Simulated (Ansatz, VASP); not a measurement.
## One calculation of Al2GaP2, two programs

```xyz
5
Lattice="3.3592 0.0000 0.0000 0.0000 3.3592 0.0000 0.0000 0.0000 9.6261" Properties=species:S:1:pos:R:3 pbc="T T T"
Al    1.6796    1.6796    7.2716
Al    1.6796    1.6796    2.3545
Ga    0.0000    0.0000    4.8130
P     1.6796    1.6796    4.8130
P     1.6796    1.6796    0.0000
```

Alike in both runs: functional PBE; k mesh 12 × 12 × 4; occupations gaussian, width 0.1 eV; no spin polarisation.

Ansatz relaxed the structure, and its values are those at the end. VASP's run is a single point on that final structure, the one shown.

|  | VASP | Ansatz |
| --- | --- | --- |
| version | VASP 6.6.1 | Ansatz 0.2.0 |
| potentials or method | VASP PAW PBE potentials, release 64 (Al, Ga_d, P), cutoff 520 eV | scalar-relativistic, plane waves, PAW |
| valence electrons in the cell | 29 | 29 |

|  | VASP | Ansatz | Ansatz less VASP |
| --- | --- | --- | --- |
| gap on the k mesh at the Fermi level (eV) | none | none | - |
| pressure (GPa) | 0.0 | 0.0 | +0.02 |

A gap of «none» marks a metal or a gap that the smearing closes. The functional is the same, so the differences come from potentials, cutoffs and numerics.
